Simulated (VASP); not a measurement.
Runs of VASP 6.6.1 on CdSe. The structure is that of space group P6_3mc (No. 186), or close to it. The cells are those of the table. 

| task | level | cell | k mesh | cutoff (eV) | smearing | gap on the mesh (eV) | pressure (GPa) | largest force (eV/Å) |
| --- | --- | --- | --- | --- | --- | --- | --- | --- |
| relaxation of cell and atoms | PBE | relaxed from a = 4.313, b = 4.313, c = 7.039 Å, angles 90.0, 90.0, 120.0°, 4 atoms | 6 × 6 × 4 | 600 | gaussian 0.05 eV | (a) | 0.0 | 0.01 |
| single point | PBE | a = 4.386, b = 4.386, c = 7.157 Å, angles 90.0, 90.0, 120.0°, 4 atoms | 6 × 6 × 4 | 520 | gaussian 0.05 eV | 0.54 | 0.2 | - |
| single point | r2SCAN | a = 4.339, b = 4.339, c = 7.081 Å, angles 90.0, 90.0, 120.0°, 4 atoms | 10 × 10 × 6 | 520 | methfessel-paxton 0.005 eV | 1.09 | 0.2 | - |
| single point | r2SCAN | a = 4.339, b = 4.339, c = 7.081 Å, angles 90.0, 90.0, 120.0°, 4 atoms | 10 × 10 × 6 | 520 | gaussian 0.05 eV | 1.09 | 0.2 | - |
| relaxation of shape and atoms at fixed volume | r2SCAN | relaxed from a = 4.386, b = 4.386, c = 7.157 Å, angles 90.0, 90.0, 120.0°, 4 atoms | 10 × 10 × 6 | 600 | gaussian 0.05 eV | 1.02 | -1.4 | 0.01 |

Alike in all rows: potentials or basis VASP PAW PBE potentials, release 64 (Cd, Se); no spin polarisation.

Task: Estimate the missing entries.

Result: (a) 0.53.

Caveats: the PAW data sets were made with another functional, which shifts forces and pressure a little (at least some runs); the relaxation stopped at its first step, so nothing moved (at least some runs).

A k mesh can miss the band edges, and the runs leave out spin-orbit coupling on Cd, Se.
